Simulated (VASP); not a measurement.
Input of a VASP 6.6.1 run:

INCAR

```
SYSTEM = GaN
PREC     = Accurate       ! precision mode
ENCUT    = 910            ! plane-wave cutoff, eV
EDIFF    = 1E-6           ! SCF threshold, eV
ISMEAR   = 0              ! smearing method
SIGMA    = 0.1            ! smearing width, eV
LREAL    = .False.        ! projectors in reciprocal space
LASPH    = .True.         ! aspherical terms in the spheres
NELM     = 120            ! most SCF steps
ALGO     = Normal         ! electronic algorithm
ISIF     = 2              ! what is computed and relaxed
LWAVE    = .False.        ! write WAVECAR
LCHARG   = .True.         ! write CHGCAR
LELF     = .True.         ! ELF
LVHAR    = .True.       
NBANDS   = 46             ! bands
GGA_COMPAT= .False.
```

The input KPOINTS:

```
Automatic mesh
0
Gamma
  6 4 4
  0 0 0
```

The input POSCAR:

```
GaN
1.0
    3.1203032401      0.0000000000      0.0000000000
    0.0000000000      5.0407577076      0.0000000000
    0.0000000000      0.0000000000      5.5556643152
Ga N
4 4
Direct
    0.0000000000      0.9992022987      0.3333333333
    0.5000000000      0.9992022987      0.8333333333
    0.5000000000      0.4992022987      0.1666666667
    0.0000000000      0.4992022987      0.6666666667
    0.0000000000      0.6227977013      0.3333333333
    0.5000000000      0.6227977013      0.8333333333
    0.5000000000      0.1227977013      0.1666666667
    0.0000000000      0.1227977013      0.6666666667
```

Potentials or basis: VASP PAW LDA potentials, release 64 (Ga_d, N_h).

The run is started by

```sh
$ cat potpaw_LDA.64/Ga_d/POTCAR potpaw_LDA.64/N_h/POTCAR > POTCAR
$ mpirun -np 1 vasp_std > vasp.out
```

Estimate the pressure.

3.6 GPa.

Estimate the band gap on the k mesh.

2.20 eV.

Predict the largest force.

0.395 eV/Å.

Stress tensor (GPa, compression positive):
```
 4.88  0.00  0.00
 0.00 10.26  0.00
 0.00  0.00 -4.24
```

Caveat: the cutoff is under 1.25 times the usual one of these potentials, so pressure, stress and relaxed cells hold a basis-set (Pulay) error; the cell stands under pressure.
